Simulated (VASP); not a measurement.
Crystal: SrTiO3.

```
Sr Ti O
1.0
     3.91270    0.00000    0.00000
     0.00000    3.91270    0.00000
     0.00000    0.00000    3.91270
Sr Ti O
1 1 3
Direct
  0.00000 0.00000 0.00000
  0.50000 0.50000 0.50000
  0.50000 0.00000 0.50000
  0.50000 0.50000 0.00000
  0.00000 0.50000 0.50000
```

- Program: VASP 6.6.1
- Task: relaxation of cell and atoms
- Functional: PBE
- Potentials or basis: VASP PAW PBE potentials, release 64 (Sr_sv, Ti_sv, O)
- Cutoff: 600 eV
- k mesh: 6 × 6 × 6
- Occupations: gaussian, width 0.02 eV
- Spin: no spin polarisation

At the start: pressure 3.7 GPa; volume 11.98 Å³/atom.

**Question.** How do energy, volume and symmetry change on relaxing?

**Answer.** Over 3 steps the energy falls by 2.8 meV/atom and the volume is 12.23 Å³/atom (+2.1 %); space group Pm-3m (No. 221, to 0.05 Å).

Step by step:
```tsv
step	energy change (eV)	largest force (eV/Å)	pressure (GPa)	volume (Å³)
1	0.0000	0.0000	3.67	59.90
2	-0.0032	0.0000	-3.02	62.31
3	-0.0142	0.0000	0.00	61.16
```

Final structure:
```yaml
crystal:
  lattice:
    - [3.94002, 0.00000, 0.00000]
    - [0.00000, 3.94002, 0.00000]
    - [0.00000, 0.00000, 3.94002]
  atoms:
    - { symbol: Sr, position: [0.00000, 0.00000, 0.00000] }
    - { symbol: Ti, position: [0.50000, 0.50000, 0.50000] }
    - { symbol: O, position: [0.50000, 0.00000, 0.50000] }
    - { symbol: O, position: [0.50000, 0.50000, 0.00000] }
    - { symbol: O, position: [0.00000, 0.50000, 0.50000] }
```
